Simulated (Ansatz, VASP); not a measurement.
## One calculation of InP, two programs

The input INCAR:

```
SYSTEM = InP
PREC = Accurate
ENCUT = 520
EDIFF = 1E-6
ISMEAR = -1
SIGMA = 0.08
LREAL = .False.
LASPH = .True.
NELM = 80
ALGO = Normal
ISIF = 2
LWAVE = .False.
LCHARG = .False.
GGA = PE
NBANDS = 16
```

Contents of KPOINTS:

```
regular mesh
0
Gamma
  12 12 12
  0 0 0
```

POSCAR

```
InP
1.0
    0.0000000000      3.0394766630      2.9798790814
    3.0394766630      0.0000000000      2.9798790814
    3.0394766630      3.0394766630      0.0000000000
In P
1 1
Direct
    0.0000000000      0.0000000000      0.0000000000
    0.2500000000      0.2500000000      0.2500000000
```

Input for Ansatz:

```yaml
crystal:
  lattice:
    - [0.0, 3.039476663, 2.9798790814]
    - [3.039476663, 0.0, 2.9798790814]
    - [3.039476663, 3.039476663, 0.0]
  atoms:
    - { symbol: In, position: [0.0, 0.0, 0.0] }
    - { symbol: P, position: [0.25, 0.25, 0.25] }
kpoints:
  mp_grid: { grid: [12, 12, 12] }
scf:
  occupations: { method: fermi_dirac, width: 0.08 }
hamiltonian:
  xc: pbe
  pseudopotentials: { kind: all_electron, lapw: { basis_error: 0.00025 } }
output:
  forces: true
  stress: true
  eigenvalues: true
```

Change from the starting cell: x and y stretched by +2 %, z held.

Alike in both runs: task single point; functional PBE; k mesh 12 × 12 × 12; occupations fermi-dirac, width 0.08 eV; no spin polarisation.

|  | VASP | Ansatz |
| --- | --- | --- |
| version | VASP 6.6.1 | Ansatz 0.2.0 |
| potentials or method | VASP PAW PBE potentials, release 64 (In_d, P), cutoff 520 eV | all-electron LAPW, scalar-relativistic |

```tsv
	VASP	Ansatz	Ansatz less VASP
pressure (GPa)	-2.2	-2.1	+0.05
traceless stress, the component that is largest in VASP (GPa)	0.53	0.53	-0.001
```

Ansatz ran all-electron here, and VASP with PAW potentials.
